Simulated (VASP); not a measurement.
Here is a VASP 6.6.1 calculation.

File POSCAR:

```
Au
1.0
   -1.6335663200      1.6335663200      1.6335663200
    1.6335663200     -1.6335663200      1.6335663200
    1.6335663200      1.6335663200     -1.6335663200
Au
1
Direct
    0.0000000000      0.0000000000      0.0000000000
```

The input INCAR.step1:

```
SYSTEM = Au
PREC     = Accurate       ! precision mode
ENCUT    = 520            ! plane-wave cutoff, eV
ISMEAR   = -1             ! smearing method
SIGMA    = 0.05           ! smearing width, eV
LREAL    = .FALSE.        ! projectors in reciprocal space
LASPH    = .TRUE.         ! aspherical terms in the spheres
NELM     = 60             ! most SCF steps
NBANDS   = 12             ! bands
GGA      = PE             ! functional
ALGO     = Normal         ! electronic algorithm
EDIFF    = 1E-4           ! SCF threshold, eV
LWAVE    = .TRUE.         ! write WAVECAR
LCHARG   = .FALSE.        ! write CHGCAR
```

INCAR.step2

```
SYSTEM = Au
PREC     = Accurate       ! precision mode
ENCUT    = 520            ! plane-wave cutoff, eV
EDIFF    = 1E-6           ! SCF threshold, eV
ISMEAR   = -1             ! smearing method
SIGMA    = 0.05           ! smearing width, eV
LREAL    = .FALSE.        ! projectors in reciprocal space
LASPH    = .TRUE.         ! aspherical terms in the spheres
NELM     = 60             ! most SCF steps
ALGO     = Normal         ! electronic algorithm
ISIF     = 2              ! what is computed and relaxed
LWAVE    = .FALSE.        ! write WAVECAR
LCHARG   = .FALSE.        ! write CHGCAR
METAGGA  = R2SCAN         ! meta-GGA
LMIXTAU  = .TRUE.       
NBANDS   = 12             ! bands
ISTART   = 1
```

The input KPOINTS:

```
Automatic mesh
0
G
  11 11 11
  0 0 0
```

Potentials or basis: VASP PAW PBE potentials, release 64 (Au).

Command:

```console
$ cat potpaw_PBE.64/Au/POTCAR > POTCAR
$ cp INCAR.step1 INCAR
$ mpirun -np 1 vasp_std > vasp.out
$ cp INCAR.step2 INCAR
$ mpirun -np 1 vasp_std > vasp.out
```

Question: Estimate the pressure.

Answer: 2.3 GPa.

Caveat: the PAW data sets were made with another functional, which shifts forces and pressure a little.
